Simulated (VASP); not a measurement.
# Al8Ni8CO2 in VASP: single point with PBE+D3(BJ)

Aim: the single point of Al8Ni8CO2 with PBE+D3(BJ).

All numbers are computed with VASP 6.6.1; they aren't measurements. Logs are shortened: lines on timing, memory, paths and dates and some standing lists are left out, and cuts for length are marked.

### 1 The cell of the first run

The cell holds a slab with vacuum, 19 atoms: a = 5.719 Å, b = 5.719 Å, c = 17.290 Å, α = 90.00°, β = 90.00°, γ = 90.00°.

### 2 Single point, PBE+D3(BJ), collinear spin, ferromagnetic start

The input, INCAR:

```
ALGO     = Normal         # electronic algorithm
EDIFF    = 1E-7           # SCF threshold, eV
ENCUT    = 520            # plane-wave cutoff, eV
GGA      = PE             # functional
ISIF     = 2              # what is computed and relaxed
ISMEAR   = -1             # smearing method
ISPIN    = 2              # spin polarisation
IVDW     = 12             # dispersion correction
LASPH    = T              # aspherical terms in the spheres
LCHARG   = T              # write CHGCAR
LELF     = T              # ELF
LMAXMIX  = 4              # l up to which the mixer works
LORBIT   = 11             # projections on sites
LREAL    = Auto         
LVHAR    = T            
LWAVE    = F              # write WAVECAR
MAGMOM   = 0 0 0 0 0 0 0 0 0.8 0.8 0.8 0.8 0.8 0.8 0.8 0.8 0 0 0 # initial moments
NBANDS   = 79             # bands
NELM     = 150            # most SCF steps
PREC     = Accurate       # precision mode
SIGMA    = 0.15           # smearing width, eV
```

The input, KPOINTS:

```
k-points
0
Gamma
  3 3 1
```

The input, POSCAR:

```
Al8Ni8CO2
1.0
    5.7194230000      0.0000000000      0.0000000000
    0.0000000000      5.7194230000      0.0000000000
    0.0000000000      0.0000000000     17.2895670000
Al Ni C O
8 8 1 2
Direct
    0.2499902525      0.2499377997      0.1267874435
    0.2499377997      0.2502000639      0.3047733931
    0.2500252211      0.7500581789      0.1267296052
    0.2500951582      0.7497609462      0.3043396055
    0.7500057261      0.2499727682      0.1267758759
    0.7500232104      0.2502874853      0.3046635002
    0.7499882418      0.7500232104      0.1267180375
    0.7499008204      0.7495161662      0.3043222540
    0.0000000000      0.0000000000      0.0578383484
   -0.0000874214     -0.0001049057      0.2276228202
    0.0000000000      0.4999979893      0.0578383484
    0.0000174843      0.5000854107      0.2273336284
    0.4999979893      0.0000000000      0.0578383484
    0.5001028950      0.0000349686      0.2275881172
    0.4999979893      0.4999979893      0.0578383484
    0.4999805050      0.4999979893      0.2273162769
    0.8994963303      0.4044114240      0.4962993000
    0.8750183366      0.2015063408      0.5020021612
    0.9237295440      0.6072290859      0.5019963774
```

Potentials or basis: VASP PAW PBE potentials, release 64 (Al, Ni, C, O).

Run with:

```console
$ cat potpaw_PBE.64/Al/POTCAR potpaw_PBE.64/Ni/POTCAR potpaw_PBE.64/C/POTCAR potpaw_PBE.64/O/POTCAR > POTCAR
$ mpirun -np 1 vasp_std > vasp.out
```

OUTCAR:

```text
EDIFF = 1E-7
   ENCUT = 520
   GGA = PE
   ISIF = 2
   ISMEAR = -1
   ISPIN = 2
   IVDW = 12
   LASPH = T
   LORBIT = 11
   LREAL = Auto
   NELM = 150
   PREC = Accurate
 IVDW          = 12

 ion  position               nearest neighbor table
   1  0.250  0.250  0.127-   9 2.35  13 2.35  11 2.35  15 2.35  16 2.67  12 2.67  14 2.67  10 2.67
                             3 2.86   5 2.86   5 2.86   3 2.86   2 3.08
   2  0.250  0.250  0.305-  10 2.42  14 2.42  12 2.42  16 2.42   4 2.86   6 2.86   6 2.86   4 2.86
                             1 3.08
   3  0.250  0.750  0.127-  13 2.35   9 2.35  15 2.35  11 2.35  16 2.67  12 2.67  14 2.67  10 2.67
                             1 2.86   7 2.86   7 2.86   1 2.86   4 3.07
   4  0.250  0.750  0.304-  10 2.42  14 2.42  16 2.42  12 2.42   2 2.86   8 2.86   8 2.86   2 2.86
                             3 3.07
   5  0.750  0.250  0.127-   9 2.35  13 2.35  11 2.35  15 2.35  16 2.67  12 2.67  14 2.67  10 2.67
                             7 2.86   1 2.86   1 2.86   7 2.86   6 3.08
   6  0.750  0.250  0.305-  14 2.42  10 2.42  12 2.42  16 2.42   8 2.86   2 2.86   2 2.86   8 2.86
                             5 3.08
   7  0.750  0.750  0.127-  13 2.35   9 2.35  15 2.35  11 2.35  12 2.67  16 2.67  14 2.67  10 2.67
                             5 2.86   3 2.86   3 2.86   5 2.86   8 3.07
   8  0.750  0.750  0.304-  16 2.42  12 2.42  10 2.42  14 2.42   6 2.86   4 2.86   4 2.86   6 2.86
                             7 3.07
   9  0.000  0.000  0.058-   7 2.35   3 2.35   1 2.35   5 2.35  11 2.86  13 2.86  11 2.86  13 2.86
                            10 2.94
  10  1.000  1.000  0.228-   4 2.42   8 2.42   6 2.42   2 2.42   5 2.67   7 2.67   1 2.67   3 2.67
                            14 2.86  12 2.86  14 2.86  12 2.86   9 2.94
  11  0.000  0.500  0.058-   7 2.35   3 2.35   5 2.35   1 2.35   9 2.86  15 2.86   9 2.86  15 2.86
                            12 2.93
  12  0.000  0.500  0.227-   8 2.42   4 2.42   6 2.42   2 2.42   1 2.67   5 2.67   3 2.67   7 2.67
                            10 2.86  16 2.86  16 2.86  10 2.86  11 2.93
  13  0.500  0.000  0.058-   3 2.35   7 2.35   1 2.35   5 2.35   9 2.86  15 2.86   9 2.86  15 2.86
                            14 2.93
  14  0.500  0.000  0.228-   8 2.42   4 2.42   6 2.42   2 2.42   5 2.67   1 2.67   7 2.67   3 2.67
                            10 2.86  16 2.86  16 2.86  10 2.86  13 2.93
  15  0.500  0.500  0.058-   7 2.35   3 2.35   5 2.35   1 2.35  11 2.86  13 2.86  11 2.86  13 2.86
                            16 2.93
  16  0.500  0.500  0.227-   8 2.42   4 2.42   6 2.42   2 2.42   1 2.67   5 2.67   3 2.67   7 2.67
                            12 2.86  14 2.86  12 2.86  14 2.86  15 2.93
  17  0.899  0.404  0.496-  19 1.17  18 1.17
  18  0.875  0.202  0.502-  17 1.17
  19  0.924  0.607  0.502-  17 1.17

  LATTYP: Found a simple tetragonal cell.
 ALAT       =     5.7194230000
 C/A-ratio  =     3.0229565115

  Lattice vectors:

 A1 = (   5.7194230000,   0.0000000000,   0.0000000000)
 A2 = (   0.0000000000,   5.7194230000,   0.0000000000)
 A3 = (   0.0000000000,   0.0000000000,  17.2895670000)
[... 206 lines left out ...]

 val. band max:        0.8320640955   @ k =   0.0000   0.3333   0.0000
 cond. band min:       1.1783287024   @ k =   0.0000   0.0000   0.0000
 fundamental gap:      0.3462646069
 Fermi energy:         1.0720103042

 spin component 1

 k-point     1 :       0.0000    0.0000    0.0000
  band No.  band energies     occupation
      1     -24.0027      1.00000
      2     -22.9419      1.00000
      3      -9.0755      1.00000
      4      -8.6547      1.00000
      5      -7.5741      1.00000
      6      -7.4706      1.00000
[... 364 lines left out ...]
     71       4.0101      0.00000
     72       4.1438      0.00000
 Fermi energy:         1.0720103042

 spin component 2

 k-point     1 :       0.0000    0.0000    0.0000
  band No.  band energies     occupation
      1     -24.0027      1.00000
      2     -22.9419      1.00000
      3      -9.0755      1.00000
      4      -8.6547      1.00000
      5      -7.5741      1.00000
      6      -7.4706      1.00000
[... 364 lines left out ...]
     71       4.0101      0.00000
     72       4.1439      0.00000
 [bands above 72 left out]

------------------------ aborting loop because EDIFF is reached ----------------------------------------

 Edisp (eV)   -4.68872

 E8    (eV) :    -2.1312

  FORCE on cell =-STRESS in cart. coord.  units (eV):
  Direction    XX          YY          ZZ          XY          YZ          ZX
  --------------------------------------------------------------------------------------
  -------------------------------------------------------------------------------------
  Total      -8.12818    -6.61398    -1.81853     0.20776     0.08605    -0.00240
  in kB     -23.02584   -18.73633    -5.15161     0.58856     0.24377    -0.00681
  external pressure =      -15.64 kB  Pullay stress =        0.00 kB

 VOLUME and BASIS-vectors are now :
 -----------------------------------------------------------------------------
  energy-cutoff  :      520.00
  volume of cell :      565.57
      direct lattice vectors                 reciprocal lattice vectors
     5.719423000  0.000000000  0.000000000     0.174842812  0.000000000  0.000000000
     0.000000000  5.719423000  0.000000000     0.000000000  0.174842812  0.000000000
     0.000000000  0.000000000 17.289567000     0.000000000  0.000000000  0.057838348

 POSITION                                       TOTAL-FORCE (eV/Angst)
 -----------------------------------------------------------------------------------
      1.42980      1.42950      2.19210        -0.001225     -0.001295      1.060208
      1.42950      1.43100      5.26940         0.006397     -0.000803     -0.093687
      1.43000      4.28990      2.19110        -0.001331     -0.000856      1.058430
      1.43040      4.28820      5.26190         0.011655      0.003890     -0.123754
      4.28960      1.42970      2.19190         0.001469     -0.001210      1.057089
      4.28970      1.43150      5.26750        -0.010339     -0.001292     -0.154760
[... 11 lines left out ...]
      5.00460      1.15250      8.67940        -0.089255     -0.684152     -0.479288
      5.28320      3.47300      8.67930         0.090256      0.700960     -0.490953
 -----------------------------------------------------------------------------------
    total drift:                                0.002796      0.004842      0.029080

  FREE ENERGIE OF THE ION-ELECTRON SYSTEM (eV)
  ---------------------------------------------------
  free  energy   TOTEN  =      -102.6581656526 eV

  energy  without entropy=     -102.0271143186  energy(sigma->0) =     -102.34263999

 total charge

# of ion       s       p       d       tot
------------------------------------------
    1        0.407   0.405   0.000   0.811
    2        0.423   0.358   0.000   0.781
    3        0.407   0.405   0.000   0.812
    4        0.424   0.357   0.000   0.781
    5        0.407   0.405   0.000   0.812
    6        0.423   0.358   0.000   0.781
[... 11 lines left out ...]
   18        1.607   3.534   0.000   5.141
   19        1.607   3.536   0.000   5.143
--------------------------------------------------
tot         11.230  15.241  67.751  94.222

 magnetization (x)

# of ion       s       p       d       tot
------------------------------------------
    1        0.000   0.000   0.000   0.000
    2        0.000   0.000   0.000   0.000
    3        0.000   0.000   0.000   0.000
    4        0.000   0.000   0.000   0.000
    5        0.000   0.000   0.000   0.000
    6        0.000   0.000   0.000   0.000
[... 11 lines left out ...]
   18        0.000   0.000   0.000   0.000
   19        0.000   0.000   0.000   0.000
--------------------------------------------------
tot          0.000   0.000  -0.000   0.000
```

It took 20 min on 1 thread of Intel Xeon 6975P-C (Granite Rapids), shared host; peak memory 1.1 GiB.

What came out:

- Free energy: -102.6582 eV
- Largest force: 1.060 eV/Å
- Band gap on the k mesh: zero (filled and empty bands overlap)
- Net moment: 0.00 μB per cell
- Valence electrons inside the program's atomic spheres: Al 0.81, 0.78; Ni 9.30, 9.40; C 2.74; O 5.14
- Dispersion energy per atom: -0.247 eV

Forces on the atoms (eV/Å):
```
Al  -0.001 -0.001  1.060
Al   0.006 -0.001 -0.094
Al  -0.001 -0.001  1.058
Al   0.012  0.004 -0.124
Al   0.001 -0.001  1.057
Al  -0.010 -0.001 -0.155
Al   0.001 -0.001  1.056
Al  -0.012 -0.005 -0.158
Ni   0.000  0.000 -0.552
Ni  -0.007 -0.005 -0.332
Ni   0.000 -0.002 -0.562
Ni   0.003 -0.003 -0.381
Ni   0.001  0.000 -0.561
Ni   0.007  0.010 -0.349
Ni   0.000 -0.002 -0.561
Ni  -0.004 -0.006 -0.398
C    0.004  0.000  0.965
O   -0.089 -0.684 -0.479
O    0.090  0.701 -0.491
```

Caveat: the k points lie up to 0.37 Å⁻¹ apart. With open d or f shells a metallic result of PBE can be an artefact of self-interaction; +U or a hybrid may open a gap.
